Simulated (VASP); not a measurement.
Wanted: the native input for a VASP 6.6.1 run.

| Item | Value |
| --- | --- |
| Task | single point |
| Functional | r2SCAN |
| Potentials or basis | VASP PAW PBE potentials, release 64 (Sb, In_d) |
| Cutoff | 520 eV |
| k mesh | 6 × 6 × 6 |
| Occupations | fermi-dirac, width 0.05 eV |
| Spin | no spin polarisation |
| Dipole correction | no |
| Further INCAR settings | ALGO = Normal; EDIFF = 1e-06; NBANDS = 22 |

The system is InSb3.

```xyz
4
Lattice="4.8064 0.0000 0.0000 0.0000 4.8064 0.0000 0.0000 0.0000 4.8064" Properties=species:S:1:pos:R:3 pbc="T T T"
Sb    2.4032    2.4032    0.0000
Sb    0.0000    2.4032    2.4032
Sb    2.4032    0.0000    2.4032
In    0.0000    0.0000    0.0000
```

The input as run:

POSCAR

```
InSb3
1.0
    4.8063670000      0.0000000000      0.0000000000
    0.0000000000      4.8063670000      0.0000000000
    0.0000000000      0.0000000000      4.8063670000
Sb In
3 1
Direct
    0.5000000000      0.5000000000      0.0000000000
    0.0000000000      0.5000000000      0.5000000000
    0.5000000000      0.0000000000      0.5000000000
    0.0000000000      0.0000000000      0.0000000000
```

INCAR.step1

```
SYSTEM = InSb3
PREC = Accurate
ENCUT = 520
ISMEAR = -1
SIGMA = 0.05
LREAL = .False.
LASPH = .True.
NELM = 60
NBANDS = 22
GGA = PE
ALGO = Normal
EDIFF = 1E-4
LWAVE = .True.
LCHARG = .False.
```

INCAR.step2

```
SYSTEM = InSb3
PREC = Accurate
ENCUT = 520
EDIFF = 1E-6
ISMEAR = -1
SIGMA = 0.05
LREAL = .False.
LASPH = .True.
NELM = 60
ALGO = Normal
ISIF = 2
LWAVE = .False.
LCHARG = .True.
METAGGA = R2SCAN
LMIXTAU = .True.
LELF = .True.
LVHAR = .True.
NBANDS = 22
ISTART = 1
```

KPOINTS

```
Automatic mesh
0
Gamma
  6 6 6
  0 0 0
```

Potentials or basis: VASP PAW PBE potentials, release 64 (Sb, In_d).

Command:

```console
$ cat potpaw_PBE.64/Sb/POTCAR potpaw_PBE.64/In_d/POTCAR > POTCAR
$ cp INCAR.step1 INCAR
$ mpirun -np 1 vasp_std > vasp.out
$ cp INCAR.step2 INCAR
$ mpirun -np 1 vasp_std > vasp.out
```

Results of the run:

| Property | Result |
| --- | --- |
| Pressure | -0.6 GPa |
| Band gap on the k mesh | zero (band 14 reaches 11.48 eV, above the bottom of band 15 at 6.54 eV) |

Caveat: the PAW data sets were made with another functional, which shifts forces and pressure a little; spin-orbit coupling is left out, which moves the levels of the heavy elements.

Wall time 62 s on 1 thread of Intel(R) Xeon(R) 6975P-C (Granite Rapids), on a shared host, peak memory 0.23 GiB.
